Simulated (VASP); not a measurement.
# KIr (Fm-3m) in VASP: single point with PBE

Aim: the single point of KIr with PBE.

All numbers are computed with VASP 6.6.1; they aren't measurements. Logs are shortened: lines on timing, memory, paths and dates and some standing lists are left out, and cuts for length are marked.

### Step 1. The cell of the first run

It takes space group Fm-3m (No. 225, cubic). Conventional cell: a = 6.771 Å, b = 6.771 Å, c = 6.771 Å, α = 90.00°, β = 90.00°, γ = 90.00°. Within 4.5 Å of K (site symmetry m-3m) lie 6 Ir at 3.39 Å. Ir (site symmetry m-3m) has 6 K at 3.39 Å within 4.5 Å.

The cell was built from a structure type or drawn by symmetry, and may not be a known phase.

### Step 2. Single point, PBE, collinear spin

Input file INCAR:

```
SYSTEM = KIr
PREC = Accurate
ENCUT = 520
EDIFF = 1E-6
ISMEAR = 0
SIGMA = 0.1
LREAL = .False.
LASPH = .True.
NELM = 150
ALGO = Fast
ISIF = 2
LWAVE = .False.
LCHARG = .True.
ISPIN = 2
MAGMOM = 0 2.11
LORBIT = 11
LMAXMIX = 4
GGA = PE
LELF = .True.
LVHAR = .True.
NBANDS = 20
```

Input file KPOINTS:

```
regular mesh
0
Gamma
  14 14 14
  0 0 0
```

Input file POSCAR:

```
KIr
1.0
    0.0000000000      3.3855056904      3.3855056904
    3.3855056904      0.0000000000      3.3855056904
    3.3855056904      3.3855056904      0.0000000000
K Ir
1 1
Direct
    0.0000000000      0.0000000000      0.0000000000
    0.5000000000      0.5000000000      0.5000000000
```

Potentials or basis: VASP PAW PBE potentials, release 64 (K_sv, Ir).

Command:

```bash
$ cat potpaw_PBE.64/K_sv/POTCAR potpaw_PBE.64/Ir/POTCAR > POTCAR
$ mpirun -np 1 vasp_std > vasp.out
```

OUTCAR:

```text
SYSTEM = KIr
   PREC = Accurate
   ENCUT = 520
   EDIFF = 1E-6
   ISMEAR = 0
   LREAL = .False.
   LASPH = .True.
   NELM = 150
   ISIF = 2
   ISPIN = 2
   LORBIT = 11
   GGA = PE

 ion  position               nearest neighbor table
   1  0.000  0.000  0.000-   2 3.39   2 3.39   2 3.39   2 3.39   2 3.39   2 3.39
   2  0.500  0.500  0.500-   1 3.39   1 3.39   1 3.39   1 3.39   1 3.39   1 3.39

  LATTYP: Found a face centered cubic cell.
 ALAT       =     6.7710113808

  Lattice vectors:

 A1 = (   0.0000000000,   3.3855056904,   3.3855056904)
 A2 = (   3.3855056904,   0.0000000000,   3.3855056904)
 A3 = (   3.3855056904,   3.3855056904,   0.0000000000)

Analysis of symmetry for initial positions (statically):
=====================================================================
 Subroutine PRICEL returns:
 Original cell was already a primitive cell.

 Routine SETGRP: Setting up the symmetry group for a
 face centered cubic supercell.

 Subroutine GETGRP returns: Found 48 space group operations
 (whereof 48 operations were pure point group operations)
 out of a pool of 48 trial point group operations.

The static configuration has the point symmetry O_h .

Analysis of symmetry for dynamics (positions and initial velocities):
=====================================================================
 Subroutine PRICEL returns:
 Original cell was already a primitive cell.

 Routine SETGRP: Setting up the symmetry group for a
 face centered cubic supercell.

 Subroutine GETGRP returns: Found 48 space group operations
 (whereof 48 operations were pure point group operations)
 out of a pool of 48 trial point group operations.

The dynamic configuration has the point symmetry O_h .

Analysis of structural, dynamic, and magnetic symmetry:
=====================================================================
 Subroutine PRICEL returns:
 Original cell was already a primitive cell.

 Routine SETGRP: Setting up the symmetry group for a
 face centered cubic supercell.

 Subroutine GETGRP returns: Found 48 space group operations
 (whereof 48 operations were pure point group operations)
 out of a pool of 48 trial point group operations.

The overall configuration has the point symmetry O_h .

 Subroutine INISYM returns: Found 48 space group operations
 (whereof 48 operations are pure point group operations),
 and found     1 'primitive' translations

----------------------------------------------------------------------------------------

                                     Primitive cell

  volume of cell :      77.6070

  direct lattice vectors                    reciprocal lattice vectors
     0.000000000  3.385505690  3.385505690    -0.147688424  0.147688424  0.147688424
     3.385505690  0.000000000  3.385505690     0.147688424 -0.147688424  0.147688424
     3.385505690  3.385505690  0.000000000     0.147688424  0.147688424 -0.147688424

  length of vectors
     4.787828063  4.787828063  4.787828063     0.255803854  0.255803854  0.255803854

  position of ions in fractional coordinates (direct lattice)
     0.000000000  0.000000000  0.000000000
     0.500000000  0.500000000  0.500000000

  ion indices of the primitive-cell ions
   primitive index   ion index
                 1           1
                 2           2

----------------------------------------------------------------------------------------

 KPOINTS: regular mesh

Automatic generation of k-mesh.
 Grid dimensions read from file:
 generate k-points for:   14   14   14

 Generating k-lattice:

  Cartesian coordinates                     Fractional coordinates (reciprocal lattice)
    -0.010549173  0.010549173  0.010549173     0.071428571  0.000000000  0.000000000
     0.010549173 -0.010549173  0.010549173     0.000000000  0.071428571  0.000000000
     0.010549173  0.010549173 -0.010549173     0.000000000  0.000000000  0.071428571

  Length of vectors
     0.018271704  0.018271704  0.018271704

  Shift w.r.t. Gamma in fractional coordinates (k-lattice)
     0.000000000  0.000000000  0.000000000

 Subroutine IBZKPT returns following result:
 ===========================================

 Found    104 irreducible k-points:

 Following reciprocal coordinates:
            Coordinates               Weight
  0.000000  0.000000  0.000000      1.000000
  0.071429  0.000000  0.000000      8.000000
  0.142857  0.000000  0.000000      8.000000
  0.214286  0.000000  0.000000      8.000000
  0.285714  0.000000  0.000000      8.000000
  0.357143  0.000000  0.000000      8.000000
[... 16 lines left out ...]
  0.214286  0.142857  0.000000     24.000000
  0.285714  0.142857  0.000000     24.000000
 [... further k-points ...]
   k-points           NKPTS =    104   k-points in BZ     NKDIM =    104   number of bands    NBANDS=     20
   number of dos      NEDOS =    301   number of ions     NIONS =      2
   total plane-waves  NPLWV =  46656
   dimension x,y,z NGX =    36 NGY =   36 NGZ =   36
   dimension x,y,z NGXF=    72 NGYF=   72 NGZF=   72
   ions per type =               1   1
   NGX,Y,Z   is equivalent  to a cutoff of  12.50, 12.50, 12.50 a.u.
   NGXF,Y,Z  is equivalent  to a cutoff of  25.00, 25.00, 25.00 a.u.
 SYSTEM =  KIr
   PREC   = accura    normal or accurate (medium, high low for compatibility)
   ISTART =      0    job   : 0-new  1-cont  2-samecut
   ICHARG =      2    charge: 1-file 2-atom 10-const
   ISPIN  =      2    spin polarized calculation?
   LNONCOLLINEAR =      F non collinear calculations
   LSORBIT =      F    spin-orbit coupling
   LASPH  =      T    aspherical Exc in radial PAW
   ENCUT  =  520.0 eV  38.22 Ry    6.18 a.u.   8.90  8.90  8.90*2*pi/ulx,y,z
   NELM   =    150;   NELMIN=  2; NELMDL= -5     # of ELM steps
   EDIFF  = 0.1E-05   stopping-criterion for ELM
   LREAL  =      F    real-space projection
[... 7 lines left out ...]
   TEBEG  =    0.0;   TEEND  =   0.0 temperature during run
   PSTRESS=    0.0 pullay stress
   NELECT =      18.0000    total number of electrons
   NUPDOWN=      -1.0000    fix difference up-down
   EMIN   =  10.00;   EMAX   =-10.00  energy-range for DOS
   EFERMI =   0.00;   METHOD = LEGACY
   ISMEAR =     0;   SIGMA  =   0.10  broadening in eV -4-tet -1-fermi 0-gaus
   EFERMI_NEDOS =   21; number of points for ismear=-14 and -15
   IALGO  =     68    algorithm
   IMIX   =      4    mixing-type and parameters
     AMIX     =   0.40;   BMIX     =  1.00
     AMIX_MAG =   1.60;   BMIX_MAG =  1.00
  volume/ion in A,a.u.               =      38.80       261.86
  Fermi-wavevector in a.u.,A,eV,Ry     =   1.005847  1.900776 13.765410  1.011729
  Thomas-Fermi vector in A             =   2.138553
   LORBIT       =     11    0 simple, 1 ext, 2 COOP (PROOUT), +10 PAW based schemes
   GGA     = PE    functional components
   LHFCALC =     F    Hartree Fock is set to
   AEXX    =    0.0000 exact exchange contribution
   IVDW    =     0    specifies the selected vdW correction
   LEPSILON=     F    determine dielectric tensor
   LRPA    =     F    only Hartree local field effects (RPA)
 spin polarized calculation
 RMM-DIIS sequential band-by-band and
 Gauss-broadening in eV      SIGMA  =   0.10
  energy-cutoff  :      520.00
  volume of cell :       77.61
 maximum number of plane-waves:      2118
   NGX = 17   NGY = 17   NGZ = 17

 number of electron      18.0000002 magnetization       2.0000023

 Free energy of the ion-electron system (eV)
  ---------------------------------------------------
  ext. energy  EPLUGINS =         0.00000000
  ---------------------------------------------------
  free energy    TOTEN  =        -5.63503516 eV

  energy without entropy =       -5.61755354  energy(sigma->0) =       -5.62629435

 E-fermi :  -0.1480     XC(G=0):  -7.7464

 val. band max:       -0.1496550762   @ k =   0.2143   0.0714   0.0000
 cond. band min:      -0.1456483917   @ k =  -0.3571   0.0714   0.0000
 fundamental gap:      0.0040066845
 Fermi energy:        -0.1479622842

 spin component 1

 k-point     1 :       0.0000    0.0000    0.0000
  band No.  band energies     occupation
      1     -29.4936      1.00000
      2     -12.9904      1.00000
      3     -12.9904      1.00000
      4     -12.9904      1.00000
      5      -3.1862      1.00000
      6      -1.6939      1.00000
[... 12 lines left out ...]
     19       8.5841      0.00000
     20       9.2291      0.00000

 k-point     2 :       0.0714    0.0000    0.0000
  band No.  band energies     occupation
      1     -29.4934      1.00000
      2     -12.9948      1.00000
      3     -12.9913      1.00000
      4     -12.9913      1.00000
      5      -3.1299      1.00000
      6      -1.6937      1.00000
[... 498 lines left out ...]
 k-point    24 :       0.2857    0.1429    0.0000
  band No.  band energies     occupation
      1     -29.4914      1.00000
      2     -13.0350      1.00000
      3     -13.0028      1.00000
      4     -13.0020      1.00000
      5      -2.4587      1.00000
      6      -1.7428      1.00000
[... 12 lines left out ...]
     19      10.3463      0.00000
     20      10.7671      0.00000

 [... further k-points ...]

 spin component 2

 k-point     1 :       0.0000    0.0000    0.0000
  band No.  band energies     occupation
      1     -29.5035      1.00000
      2     -13.0044      1.00000
      3     -13.0044      1.00000
      4     -13.0044      1.00000
      5      -2.7592      1.00000
      6      -0.6025      1.00000
[... 12 lines left out ...]
     19       8.5481      0.00000
     20       9.6432      0.00000

 k-point     2 :       0.0714    0.0000    0.0000
  band No.  band energies     occupation
      1     -29.5034      1.00000
      2     -13.0086      1.00000
      3     -13.0052      1.00000
      4     -13.0052      1.00000
      5      -2.7008      1.00000
      6      -0.5925      1.00000
[... 498 lines left out ...]
 k-point    24 :       0.2857    0.1429    0.0000
  band No.  band energies     occupation
      1     -29.5013      1.00000
      2     -13.0475      1.00000
      3     -13.0164      1.00000
      4     -13.0157      1.00000
      5      -1.9877      1.00000
      6      -0.5179      1.00000
[... 12 lines left out ...]
     19      10.4639      0.00000
     20      10.7501      0.00000

 [... further k-points ...]

------------------------ aborting loop because EDIFF is reached ----------------------------------------

  FORCE on cell =-STRESS in cart. coord.  units (eV):
  Direction    XX          YY          ZZ          XY          YZ          ZX
  --------------------------------------------------------------------------------------
  -------------------------------------------------------------------------------------
  Total        0.0137602      0.0137602      0.0137602      0.0000000     -0.0000000      0.0000000
  in kB        0.2840765      0.2840765      0.2840765      0.0000000     -0.0000000      0.0000000
  external PRESSURE =       0.2840765 kB  Pullay stress =       0.0000000 kB

 VOLUME and BASIS-vectors are now :
 -----------------------------------------------------------------------------
  energy-cutoff  :      520.00
  volume of cell :       77.61
      direct lattice vectors                 reciprocal lattice vectors
     0.000000000  3.385505690  3.385505690    -0.147688424  0.147688424  0.147688424
     3.385505690  0.000000000  3.385505690     0.147688424 -0.147688424  0.147688424
     3.385505690  3.385505690  0.000000000     0.147688424  0.147688424 -0.147688424

 POSITION                                       TOTAL-FORCE (eV/Angst)
 -----------------------------------------------------------------------------------
      0.00000      0.00000      0.00000         0.000000      0.000000      0.000000
      3.38551      3.38551      3.38551        -0.000000     -0.000000     -0.000000
 -----------------------------------------------------------------------------------
    total drift:                                0.000000      0.000000      0.000000

  FREE ENERGIE OF THE ION-ELECTRON SYSTEM (eV)
  ---------------------------------------------------
  free  energy   TOTEN  =        -5.6350351603 eV

  energy  without entropy=       -5.6175535380  energy(sigma->0) =       -5.62629435

 total charge

# of ion       s       p       d       tot
------------------------------------------
    1        1.967   5.573   0.038   7.577
    2        0.802   0.015   6.856   7.673
--------------------------------------------------
tot          2.768   5.588   6.894  15.251

 magnetization (x)

# of ion       s       p       d       tot
------------------------------------------
    1       -0.002  -0.002  -0.004  -0.008
    2        0.085  -0.002   1.801   1.884
--------------------------------------------------
tot          0.083  -0.004   1.797   1.876
```

Wall time 3 min (1 thread of Intel Xeon Platinum 8488C (Sapphire Rapids), shared host); peak memory 0.42 GiB.

Results:

```
Free energy                                           : -5.6350 eV
Pressure                                              : 0.0 GPa
Band gap on the k mesh                                : zero (filled and empty bands overlap)
Net moment                                            : 2.00 μB per cell
Site moments                                          : K -0.01; Ir +1.88 μB
Valence electrons inside the program's atomic spheres : K 7.58; Ir 7.67
```

Caveat: spin-orbit coupling is left out, which moves the levels of the heavy elements.
